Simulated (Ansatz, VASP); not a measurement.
**One calculation of Pt, two programs**

Contents of INCAR:

```
PREC     = Accurate       # precision mode
ENCUT    = 520            # plane-wave cutoff, eV
EDIFF    = 1E-6           # SCF threshold, eV
ISMEAR   = -1             # smearing method
SIGMA    = 0.1            # smearing width, eV
LREAL    = False          # projectors in reciprocal space
LASPH    = True           # aspherical terms in the spheres
NELM     = 80             # most SCF steps
ALGO     = Normal         # electronic algorithm
ISIF     = 2              # what is computed and relaxed
LWAVE    = False          # write WAVECAR
LCHARG   = False          # write CHGCAR
GGA      = PS             # functional
NBANDS   = 11             # bands
```

File KPOINTS:

```
Automatic mesh
0
Gamma
  17 17 17
```

Contents of POSCAR:

```
Pt
1.0
    0.0000000000      1.9598399806      1.9598399806
    1.9598399806      0.0000000000      1.9598399806
    1.9598399806      1.9598399806      0.0000000000
Pt
1
Direct
    0.0000000000      0.0000000000      0.0000000000
```

Input for Ansatz:

```yaml
crystal:
  lattice:
    - [0.0, 1.9598399806, 1.9598399806]
    - [1.9598399806, 0.0, 1.9598399806]
    - [1.9598399806, 1.9598399806, 0.0]
  atoms:
    - { symbol: Pt, position: [0.0, 0.0, 0.0] }
kpoints:
  mp_grid: { grid: [17, 17, 17] }
  band_path:
    path:
      - [0.0, 0.0, 0.0]
      - [0.5, 0.0, 0.5]
      - [0.625, 0.25, 0.625]
      - [0.375, 0.375, 0.75]
      - [0.0, 0.0, 0.0]
      - [0.5, 0.5, 0.5]
      - [0.5, 0.25, 0.75]
      - [0.5, 0.0, 0.5]
    npoints: 14
scf:
  occupations: { method: fermi_dirac, width: 0.1 }
hamiltonian:
  xc: pbesol
  pseudopotentials: { kind: all_electron, lapw: { basis_error: 0.001 } }
output:
  forces: true
  stress: true
  eigenvalues: true
  populations: true
  dos: { projected: true, de: 0.2, e_range: [-14, 8] }
```

Alike in both runs: task single point; functional PBEsol; k mesh 17 × 17 × 17; occupations fermi-dirac, width 0.1 eV; no spin polarisation.

|  | VASP | Ansatz |
| --- | --- | --- |
| version | VASP 6.6.1 | Ansatz 0.2.0 |
| potentials or method | VASP PAW PBE potentials, release 64 (Pt), cutoff 520 eV | all-electron LAPW, scalar-relativistic |

Ansatz gave:

* pressure (GPa): 0.0

Q: Estimate VASP's values.

A: Pressure (GPa): -0.4.

VASP's potentials were made for PBE, not for PBEsol. Ansatz ran all-electron here, and VASP with PAW potentials.

Spin-orbit coupling is off throughout.
